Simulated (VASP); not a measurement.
Input of a VASP 6.6.1 run:

File INCAR:

```
SYSTEM = TlCl
PREC = Accurate
ENCUT = 500
EDIFF = 1E-6
ISMEAR = 0
SIGMA = 0.01
LREAL = .FALSE.
LASPH = .TRUE.
NELM = 120
ALGO = Normal
ISIF = 2
LWAVE = .FALSE.
LCHARG = .FALSE.
GGA = PS
NBANDS = 17
GGA_COMPAT = .FALSE.
```

Contents of KPOINTS:

```
regular mesh
0
G
  5 5 5
  0 0 0
```

Contents of POSCAR:

```
TlCl
1.0
    3.8340000000      0.0000000000      0.0000000000
    0.0000000000      3.8340000000      0.0000000000
    0.0000000000      0.0000000000      3.8340000000
Tl Cl
1 1
Direct
    0.0000000000      0.0000000000      0.0000000000
    0.5000000000      0.5000000000      0.5000000000
```

Potentials or basis: VASP PAW PBE potentials, release 64 (Tl_d, Cl).

The run is started by

```bash
$ cat potpaw_PBE.64/Tl_d/POTCAR potpaw_PBE.64/Cl/POTCAR > POTCAR
$ mpirun -np 1 vasp_std > vasp.out
```

Problem. Estimate the band gap on the k mesh.

Solution. 2.80 eV, direct.

Problem. Predict the pressure.

Solution. -1.4 GPa.

Caveat: the PAW data sets were made with another functional, which shifts forces and pressure a little; spin-orbit coupling is left out, which moves the levels of the heavy elements. A k mesh can miss the band edges.
